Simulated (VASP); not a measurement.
Here is a VASP 6.6.1 calculation.

The input INCAR:

```
PREC = Accurate
ENCUT = 600
EDIFF = 1E-6
ISMEAR = -1
SIGMA = 0.08
LREAL = False
LASPH = True
NELM = 100
ALGO = Normal
ISIF = 3
LWAVE = False
LCHARG = False
GGA = CA
IBRION = 2
NSW = 60
EDIFFG = -0.005
PSTRESS = -6.1
```

Contents of KPOINTS:

```
regular mesh
0
Gamma
  14 14 14
```

Contents of POSCAR:

```
Y
1.0
   -1.9554708521      1.9554708521      1.9554708521
    1.9554708521     -1.9554708521      1.9554708521
    1.9554708521      1.9554708521     -1.9554708521
Y
1
Direct
    0.0000000000      0.0000000000      0.0000000000
```

Potentials or basis: VASP PAW LDA potentials, release 64 (Y_sv).

Launch:

```sh
$ cat potpaw_LDA.64/Y_sv/POTCAR > POTCAR
$ mpirun -np 1 vasp_std > vasp.out
```

Task: What does it give for the band gap on the k mesh?

Result: Zero (an odd number of electrons rules out a gap without spin polarisation).

Task: Predict the relaxed volume.

Result: 30.29 Å³/atom.

Task: Predict the relaxed cell.

Result: a = 3.401 Å, b = 3.401 Å, c = 3.401 Å, α = 109.47°, β = 109.47°, γ = 109.47°.

Final structure:
```
Y
1.0
    -1.96375    1.96375    1.96375
     1.96375   -1.96375    1.96375
     1.96375    1.96375   -1.96375
Y
1
Direct
  0.00000 0.00000 0.00000
```

Caveat: the cell is relaxed towards a set pressure, so the run minimises the enthalpy, not the energy.
